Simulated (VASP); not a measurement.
Input of a VASP 6.6.1 run:

INCAR

```
PREC = Accurate ; ENCUT = 520
EDIFF = 1E-6 ; ISMEAR = 0
SIGMA = 0.05 ; LREAL = False
LASPH = True ; NELM = 60
ALGO = Normal ; ISIF = 2
LWAVE = False ; LCHARG = False
NBANDS = 16
```

Contents of KPOINTS:

```
regular mesh
0
Gamma
  12 12 4
```

POSCAR

```
BN
1.0
    2.3112816974      0.0000000000      0.0000000000
   -1.1556408487      2.0016286652      0.0000000000
    0.0000000000      0.0000000000      6.8062623424
B N
2 2
Direct
    0.3333333333      0.6666666667      0.2500000000
    0.6666666667      0.3333333333      0.7500000000
    0.3333333333      0.6666666667      0.7500000000
    0.6666666667      0.3333333333      0.2500000000
```

Potentials or basis: VASP PAW LDA potentials, release 64 (B, N).

Launch:

```console
$ cat potpaw_LDA.64/B/POTCAR potpaw_LDA.64/N/POTCAR > POTCAR
$ mpirun -np 1 vasp_std > vasp.out
```

Task: Predict the pressure.

Result: 73.6 GPa.

Task: Predict the band gap on the k mesh.

Result: 4.45 eV, indirect (least direct gap 5.08 eV).

Stress tensor (GPa, compression positive):
```
110.98   0.00   0.00
  0.00 110.98   0.00
  0.00   0.00  -1.22
```

 A k mesh can miss the band edges.
